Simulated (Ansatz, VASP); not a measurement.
## Zn in VASP and in Ansatz

```
Zn
1.0
     2.54488    0.00000    0.00000
    -1.27244    2.20393    0.00000
     0.00000    0.00000    4.94670
Zn
2
Direct
  0.33333 0.66667 0.25000
  0.66667 0.33333 0.75000
```

Change from the starting cell: strain -0.0450 x Voigt [1, 1, 0, 0, 0, 0], atoms carried along.

Alike in both runs: task single point; functional LDA; k mesh 21 × 21 × 10; occupations gaussian, width 0.15 eV; no spin polarisation.

```csv
,VASP,Ansatz
version,VASP 6.6.1,Ansatz 0.2.0
potentials or method,"VASP PAW LDA potentials, release 64 (Zn), cutoff 520 eV","scalar-relativistic, plane waves, PAW"
valence electrons in the cell,24,24
```

Ansatz gave:

| Item | Value |
| --- | --- |
| gap on the k mesh at the Fermi level (eV) | none |
| pressure (GPa) | -0.6 |
| traceless stress, the component that is largest in VASP (GPa) | -1.44 |

Q: Which values does VASP return?

A: gap on the k mesh at the Fermi level (eV): none; pressure (GPa): 0.3; traceless stress, the component that is largest in VASP (GPa): -1.76.

LDA's correlation is that of Perdew and Zunger in VASP and of Perdew and Wang (1992) in Ansatz. A gap of «none» marks a metal or a gap that the smearing closes.
